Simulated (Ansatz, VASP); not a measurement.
One calculation of Co, two programs

```
Co
1.0
     4.44633    0.00000    0.00000
     0.00000    4.44633    0.00000
     0.00000    0.00000    4.44633
Co
8
Direct
  0.50000 0.50000 0.50000
  0.00000 0.00000 0.00000
  0.25000 0.00000 0.50000
  0.50000 0.25000 0.00000
  0.50000 0.75000 0.00000
  0.75000 0.00000 0.50000
  0.00000 0.50000 0.75000
  0.00000 0.50000 0.25000
```

Alike in both runs: task relaxation of cell and atoms; functional PBEsol; k mesh 4 × 4 × 4; occupations gaussian, width 0.1 eV; collinear spin.

```csv
,VASP,Ansatz
version,VASP 6.6.1,Ansatz 0.2.0
potentials or method,"VASP PAW PBE potentials, release 64 (Co), cutoff 600 eV","scalar-relativistic, plane waves, PAW"
valence electrons in the cell,72,136
```

|  | VASP | Ansatz | Ansatz less VASP |
| --- | --- | --- | --- |
| gap on the k mesh at the Fermi level, each at its own relaxed structure (eV) | none | none | - |
| net moment per atom (μB) | 1.67 | 1.68 | +0.007 |
| size of the moment on the site where the two differ most (μB) | 1.60 | 1.66 | +0.062 |
| relaxed volume (Å³/atom) | 10.60 | 10.64 | +0.041 |
| relaxed cell length with the largest relative difference (Å) | 4.393 | 4.399 | +0.0056 |

VASP's potentials were made for PBE, not for PBEsol. Site moments also hang on the region over which each program counts them. A gap of «none» marks a metal or a gap that the smearing closes. VASP's potentials hold 72 valence electrons a cell and Ansatz's 136, so a difference there can come from the potentials and not from the codes.
